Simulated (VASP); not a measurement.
# KI (zincblende type) (F-43m) in VASP: notebook, part 2 of 2

VASP 6.6.1.

### 4 Single point, PBE (volume scaled by 1.05)

Contents of INCAR:

```
PREC = Accurate
ENCUT = 520
EDIFF = 1E-6
ISMEAR = -1
SIGMA = 0.03
LREAL = F
LASPH = T
NELM = 60
ALGO = Normal
ISIF = 2
LWAVE = F
LCHARG = F
GGA = PE
NBANDS = 15
```

Contents of KPOINTS:

```
regular mesh
0
Gamma
  9 9 9
```

Contents of POSCAR:

```
KI
1.0
    0.0000000000      4.0600582643      4.0600582643
    4.0600582643      0.0000000000      4.0600582643
    4.0600582643      4.0600582643      0.0000000000
K I
1 1
Direct
    0.0000000000      0.0000000000      0.0000000000
    0.2500000000      0.2500000000      0.2500000000
```

Potentials or basis: VASP PAW PBE potentials, release 64 (K_sv, I).

Started as:

```
$ cat potpaw_PBE.64/K_sv/POTCAR potpaw_PBE.64/I/POTCAR > POTCAR
$ mpirun -np 1 vasp_std > vasp.out
```

OUTCAR:

```text
PREC = Accurate
   ENCUT = 520
   EDIFF = 1E-6
   ISMEAR = -1
   LREAL = F
   LASPH = T
   NELM = 60
   ISIF = 2
   GGA = PE

 ion  position               nearest neighbor table
   1  0.000  0.000  0.000-   2 3.52   2 3.52   2 3.52   2 3.52
   2  0.250  0.250  0.250-   1 3.52   1 3.52   1 3.52   1 3.52

  LATTYP: Found a face centered cubic cell.
 ALAT       =     8.1201165286

  Lattice vectors:

 A1 = (   0.0000000000,   4.0600582643,   4.0600582643)
 A2 = (   4.0600582643,   0.0000000000,   4.0600582643)
 A3 = (   4.0600582643,   4.0600582643,   0.0000000000)

Analysis of symmetry for initial positions (statically):
=====================================================================
 Subroutine PRICEL returns:
 Original cell was already a primitive cell.

 Routine SETGRP: Setting up the symmetry group for a
 face centered cubic supercell.

 Subroutine GETGRP returns: Found 24 space group operations
 (whereof 24 operations were pure point group operations)
 out of a pool of 48 trial point group operations.

The static configuration has the point symmetry T_d .

Analysis of symmetry for dynamics (positions and initial velocities):
=====================================================================
 Subroutine PRICEL returns:
 Original cell was already a primitive cell.

 Routine SETGRP: Setting up the symmetry group for a
 face centered cubic supercell.

 Subroutine GETGRP returns: Found 24 space group operations
 (whereof 24 operations were pure point group operations)
 out of a pool of 48 trial point group operations.

The dynamic configuration has the point symmetry T_d .

 Subroutine INISYM returns: Found 24 space group operations
 (whereof 24 operations are pure point group operations),
 and found     1 'primitive' translations

----------------------------------------------------------------------------------------

[... 119 lines left out ...]
   AEXX    =    0.0000 exact exchange contribution
   IVDW    =     0    specifies the selected vdW correction
   LEPSILON=     F    determine dielectric tensor
   LRPA    =     F    only Hartree local field effects (RPA)
 non-spin polarized calculation
  energy-cutoff  :      520.00
  volume of cell :      133.85
 maximum number of plane-waves:      3647
 NGX is ok and might be reduce to    48
   NGX = 21   NGY = 21   NGZ = 21

 number of electron      15.9999999 magnetization

 Free energy of the ion-electron system (eV)
  ---------------------------------------------------
  ext. energy  EPLUGINS =         0.00000000
  ---------------------------------------------------
  free energy    TOTEN  =        -5.38227604 eV

  energy without entropy =       -5.38227604  energy(sigma->0) =       -5.38227604

 E-fermi :  -1.5950     XC(G=0):  -5.5122

 val. band max:       -2.3779111891   @ k =  -0.1111   0.1111   0.0000
 cond. band min:       1.4391106124   @ k =   0.0000   0.0000   0.0000
 fundamental gap:      3.8170218016
 Fermi energy:        -1.5949648349

 k-point     1 :       0.0000    0.0000    0.0000
  band No.  band energies     occupation
      1     -31.0247      2.00000
      2     -14.5094      2.00000
      3     -14.5094      2.00000
      4     -14.5094      2.00000
      5     -12.3687      2.00000
      6      -2.3795      2.00000
      7      -2.3795      2.00000
      8      -2.3795      2.00000
      9       1.4391      0.00000
     10       5.0698      0.00000
     11       5.0698      0.00000
     12       5.6065      0.00000
     13       5.6065      0.00000
     14       5.6065      0.00000
[... 401 lines left out ...]
      2     -14.5521      2.00000
      3     -14.5141      2.00000
      4     -14.5141      2.00000
      5     -12.2806      2.00000
      6      -2.7988      2.00000
      7      -2.4383      2.00000
      8      -2.4383      2.00000
      9       2.8817      0.00000
     10       3.8240      0.00000
     11       4.8897      0.00000
     12       5.8263      0.00000
     13       5.8263      0.00000
     14       6.1831      0.00000
     15       6.2600      0.00000

 [... further k-points ...]

------------------------ aborting loop because EDIFF is reached ----------------------------------------

  FORCE on cell =-STRESS in cart. coord.  units (eV):
  Direction    XX          YY          ZZ          XY          YZ          ZX
  --------------------------------------------------------------------------------------
  -------------------------------------------------------------------------------------
  Total       -0.2419087     -0.2419087     -0.2419087      0.0000000      0.0000000      0.0000000
  in kB       -2.8955782     -2.8955782     -2.8955782      0.0000000      0.0000000      0.0000000
  external PRESSURE =      -2.8955782 kB  Pullay stress =       0.0000000 kB

 VOLUME and BASIS-vectors are now :
 -----------------------------------------------------------------------------
  energy-cutoff  :      520.00
  volume of cell :      133.85
      direct lattice vectors                 reciprocal lattice vectors
     0.000000000  4.060058264  4.060058264    -0.123150942  0.123150942  0.123150942
     4.060058264  0.000000000  4.060058264     0.123150942 -0.123150942  0.123150942
     4.060058264  4.060058264  0.000000000     0.123150942  0.123150942 -0.123150942

 POSITION                                       TOTAL-FORCE (eV/Angst)
 -----------------------------------------------------------------------------------
      0.00000      0.00000      0.00000        -0.000000     -0.000000     -0.000000
      2.03003      2.03003      2.03003         0.000000      0.000000      0.000000
 -----------------------------------------------------------------------------------
    total drift:                               -0.000000     -0.000000     -0.000000

  FREE ENERGIE OF THE ION-ELECTRON SYSTEM (eV)
  ---------------------------------------------------
  free  energy   TOTEN  =        -5.3822760406 eV

  energy  without entropy=       -5.3822760406  energy(sigma->0) =       -5.38227604
```

stdout:

```text
POSCAR found type information on POSCAR K I
 POSCAR found :  2 types and       2 ions
 scaLAPACK will be used
 LDA part: xc-table for (Slater+PW92), standard interpolation
 POSCAR, INCAR and KPOINTS ok, starting setup
 FFT: planning ... GRIDC
 FFT: planning ... GRID_SOFT
 FFT: planning ... GRID
 WAVECAR not read
 entering main loop
```

It took 72 s on 1 thread of Intel Xeon Platinum 8259CL at 2.50GHz (Skylake/Cascade Lake), shared host; peak memory 0.34 GiB.

Results:

```
Free energy            : -5.3823 eV
Pressure               : -0.3 GPa
Band gap on the k mesh : 3.82 eV, indirect (the least direct gap lies 1.6 meV higher)
```

Caveat: the cell differs from its parent crystal (volume scaled by 1.05); spin-orbit coupling is left out, which moves the levels of the heavy elements.

### 5 Relaxation of cell and atoms, PBE

This run uses another cell than the first one, of 33.37 Å³/atom, 0.524 times its volume.

Contents of INCAR:

```
SYSTEM = KI
PREC = Accurate
ENCUT = 600
EDIFF = 1E-6
ISMEAR = -1
SIGMA = 0.03
LREAL = .FALSE.
LASPH = .TRUE.
NELM = 60
ALGO = Normal
ISIF = 3
LWAVE = .FALSE.
LCHARG = .FALSE.
GGA = PE
IBRION = 2
NSW = 100
EDIFFG = -0.005
```

Contents of KPOINTS:

```
regular mesh
0
G
  9 9 9
  0 0 0
```

Contents of POSCAR:

```
KI
1.0
    0.0000000000      3.2195088072      3.2195088072
    3.2195088072      0.0000000000      3.2195088072
    3.2195088072      3.2195088072      0.0000000000
K I
1 1
Direct
    0.0000000000      0.0000000000      0.0000000000
    0.2500000000      0.2500000000      0.2500000000
```

Potentials or basis: VASP PAW PBE potentials, release 64 (K_sv, I).

Started as:

```
$ cat potpaw_PBE.64/K_sv/POTCAR potpaw_PBE.64/I/POTCAR > POTCAR
$ mpirun -np 1 vasp_std > vasp.out
```

OUTCAR:

```text
SYSTEM = KI
   PREC = Accurate
   ENCUT = 600
   EDIFF = 1E-6
   ISMEAR = -1
   LREAL = .FALSE.
   LASPH = .TRUE.
   NELM = 60
   ISIF = 3
   GGA = PE
   IBRION = 2
   NSW = 100
   EDIFFG = -0.005

 ion  position               nearest neighbor table
   1  0.000  0.000  0.000-   2 2.79   2 2.79   2 2.79   2 2.79
   2  0.250  0.250  0.250-   1 2.79   1 2.79   1 2.79   1 2.79

  LATTYP: Found a face centered cubic cell.
 ALAT       =     6.4390176144

  Lattice vectors:

 A1 = (   0.0000000000,   3.2195088072,   3.2195088072)
 A2 = (   3.2195088072,   0.0000000000,   3.2195088072)
 A3 = (   3.2195088072,   3.2195088072,   0.0000000000)

Analysis of symmetry for initial positions (statically):
=====================================================================
 Subroutine PRICEL returns:
 Original cell was already a primitive cell.

 Routine SETGRP: Setting up the symmetry group for a
 face centered cubic supercell.

 Subroutine GETGRP returns: Found 24 space group operations
 (whereof 24 operations were pure point group operations)
 out of a pool of 48 trial point group operations.

The static configuration has the point symmetry T_d .

Analysis of symmetry for dynamics (positions and initial velocities):
=====================================================================
 Subroutine PRICEL returns:
 Original cell was already a primitive cell.

 Routine SETGRP: Setting up the symmetry group for a
 face centered cubic supercell.

 Subroutine GETGRP returns: Found 24 space group operations
 (whereof 24 operations were pure point group operations)
 out of a pool of 48 trial point group operations.

The dynamic configuration has the point symmetry T_d .

 Subroutine INISYM returns: Found 24 space group operations
 (whereof 24 operations are pure point group operations),
 and found     1 'primitive' translations

----------------------------------------------------------------------------------------

[... 114 lines left out ...]
  Fermi-wavevector in a.u.,A,eV,Ry     =   1.016987  1.921826 14.071984  1.034262
  Thomas-Fermi vector in A             =   2.150362
   LORBIT       =      0    0 simple, 1 ext, 2 COOP (PROOUT), +10 PAW based schemes
   GGA     = PE    functional components
   LHFCALC =     F    Hartree Fock is set to
   AEXX    =    0.0000 exact exchange contribution
   IVDW    =     0    specifies the selected vdW correction
   LEPSILON=     F    determine dielectric tensor
   LRPA    =     F    only Hartree local field effects (RPA)
 conjugate gradient relaxation of ions
 non-spin polarized calculation
  energy-cutoff  :      600.00
  volume of cell :       66.74
 maximum number of plane-waves:      2242
   NGX = 19   NGY = 19   NGZ = 19

--------------------------------------- Ionic step        1  -------------------------------------------

 number of electron      16.0000000 magnetization

 Free energy of the ion-electron system (eV)
  ---------------------------------------------------
  ext. energy  EPLUGINS =         0.00000000
  ---------------------------------------------------
  free energy    TOTEN  =        -3.22789404 eV

  energy without entropy =       -3.22789404  energy(sigma->0) =       -3.22789404

 E-fermi :   1.6306     XC(G=0):  -8.0867

 val. band max:        0.9513417112   @ k =  -0.4444   0.4444   0.0000
 cond. band min:       5.7891423756   @ k =   0.0000   0.0000   0.0000
 fundamental gap:      4.8378006643
 Fermi energy:         1.6306475806

 k-point     1 :       0.0000    0.0000    0.0000
  band No.  band energies     occupation
      1     -26.7203      2.00000
      2     -10.3850      2.00000
      3     -10.3850      2.00000
      4     -10.3850      2.00000
      5      -9.7815      2.00000
      6       0.6318      2.00000
      7       0.6318      2.00000
      8       0.6318      2.00000
      9       5.7891      0.00000
     10       8.6548      0.00000
     11       8.6548      0.00000
     12      10.3562      0.00000
[... 446 lines left out ...]
  FREE ENERGIE OF THE ION-ELECTRON SYSTEM (eV)
  ---------------------------------------------------
  free  energy   TOTEN  =        -5.3762640176 eV

  energy  without entropy=       -5.3762640176  energy(sigma->0) =       -5.37626402

[... ionic steps 4 to 21 ...]

--------------------------------------- Ionic step       22  -------------------------------------------

 number of electron      16.0000003 magnetization

------------------------ aborting loop because EDIFF is reached ----------------------------------------
[... 67 lines left out ...]
--------------------------------------- Ionic step       24  -------------------------------------------

 number of electron      16.0000002 magnetization

 Free energy of the ion-electron system (eV)
  ---------------------------------------------------
  ext. energy  EPLUGINS =         0.00000000
  ---------------------------------------------------
  free energy    TOTEN  =        -5.38422776 eV

  energy without entropy =       -5.38422776  energy(sigma->0) =       -5.38422776

 E-fermi :  -1.5527     XC(G=0):  -5.6541

 val. band max:       -2.2520444354   @ k =  -0.1111   0.1111   0.0000
 cond. band min:       1.6368524326   @ k =   0.0000   0.0000   0.0000
 fundamental gap:      3.8888968679
 Fermi energy:        -1.5527336031

 k-point     1 :       0.0000    0.0000    0.0000
  band No.  band energies     occupation
      1     -30.7810      2.00000
      2     -14.2715      2.00000
      3     -14.2715      2.00000
      4     -14.2715      2.00000
      5     -12.2593      2.00000
      6      -2.2545      2.00000
      7      -2.2545      2.00000
      8      -2.2545      2.00000
      9       1.6369      0.00000
     10       5.2570      0.00000
     11       5.2570      0.00000
     12       5.8463      0.00000
[... 374 lines left out ...]
  FREE ENERGIE OF THE ION-ELECTRON SYSTEM (eV)
  ---------------------------------------------------
  free  energy   TOTEN  =        -5.3842277634 eV

  energy  without entropy=       -5.3842277633  energy(sigma->0) =       -5.38422776

 reached required accuracy - stopping structural energy minimisation
```

Wall time 4.7 min (1 thread of Intel Xeon Platinum 8259CL at 2.50GHz (Skylake/Cascade Lake), shared host); peak memory 0.23 GiB.

What came out:

```
Free energy                            : -5.3842 eV
Relaxed volume                         : 63.93 Å³/atom
Relaxed cell                           : a = 5.655 Å, b = 5.655 Å, c = 5.655 Å, α = 60.00°, β = 60.00°, γ = 60.00°
Space group after relaxing (to 0.05 Å) : F-43m (No. 216)
Energy gained by relaxing              : 1078.2 meV/atom
Ionic steps                            : 24
Pressure after relaxing                : 0.0 GPa
Band gap on the k mesh                 : 3.89 eV, indirect (the least direct gap lies 2.5 meV higher)
```

The path:
```
step  energy change (eV)  largest force (eV/Å)  pressure (GPa)  volume (Å³)
   1              0.0000                0.0000           20.47        66.74
   2             -2.1322                0.0000            0.78       116.98
   3             -2.1484                0.0000            0.42       121.33
   4             -2.1551                0.0000           -0.13       130.35
   5             -2.1563                0.0000           -0.02       128.02
   6             -2.1561                0.0000            0.07       126.53
   7             -2.1561                0.0000            0.07       126.53
   8             -2.1561                0.0000            0.08       126.54
   9             -2.1561                0.0000            0.07       126.54
  10             -2.1561                0.0000            0.07       126.54
  11             -2.1561                0.0000            0.07       126.54
  12             -2.1561                0.0000            0.07       126.54
  13             -2.1561                0.0000            0.07       126.54
  14             -2.1561                0.0000            0.07       126.54
  15             -2.1561                0.0000            0.07       126.54
  16             -2.1561                0.0000            0.07       126.55
  17             -2.1561                0.0000            0.08       126.56
  18             -2.1561                0.0000            0.07       126.58
  19             -2.1561                0.0000            0.07       126.63
  20             -2.1562                0.0000            0.07       126.72
  21             -2.1562                0.0000            0.07       126.90
  22             -2.1563                0.0000            0.08       127.27
  23             -2.1563                0.0000           -0.02       128.01
  24             -2.1563                0.0000           -0.01       127.85
```

Final structure:
```
CELL_PARAMETERS angstrom
0.00000 3.99847 3.99847
3.99847 0.00000 3.99847
3.99847 3.99847 0.00000
ATOMIC_POSITIONS crystal
K 0.00000 0.00000 0.00000
I 0.25000 0.25000 0.25000
```

Caveat: the volume moved by over 15 % at a fixed basis, so the end points are rough; spin-orbit coupling is left out, which moves the levels of the heavy elements.

### 6 The runs side by side

| task | cell | cutoff (eV) | gap on the mesh (eV) | pressure (GPa) |
| --- | --- | --- | --- | --- |
| single point | a = 5.649 Å, angles 60.0°, 2 atoms | 520 | 3.89 | 0.0 |
| single point | a = 5.696 Å, angles 60.0°, 2 atoms | 520 | 3.85 | -0.2 |
| single point | a = 5.742 Å, angles 60.0°, 2 atoms | 520 | 3.82 | -0.3 |
| relaxation of cell and atoms | relaxed from a = 4.553 Å, angles 60.0°, 2 atoms | 600 | 3.89 | 0.0 |

Alike in all rows: level PBE; potentials or basis VASP PAW PBE potentials, release 64 (K_sv, I); no spin polarisation; k mesh 9 × 9 × 9; smearing fermi-dirac 0.03 eV.

Caveats: spin-orbit coupling is left out, which moves the levels of the heavy elements; the volume moved by over 15 % at a fixed basis, so the end points are rough (some runs).

Total energies depend on the potentials used, so only differences within one code and one set of settings carry meaning.
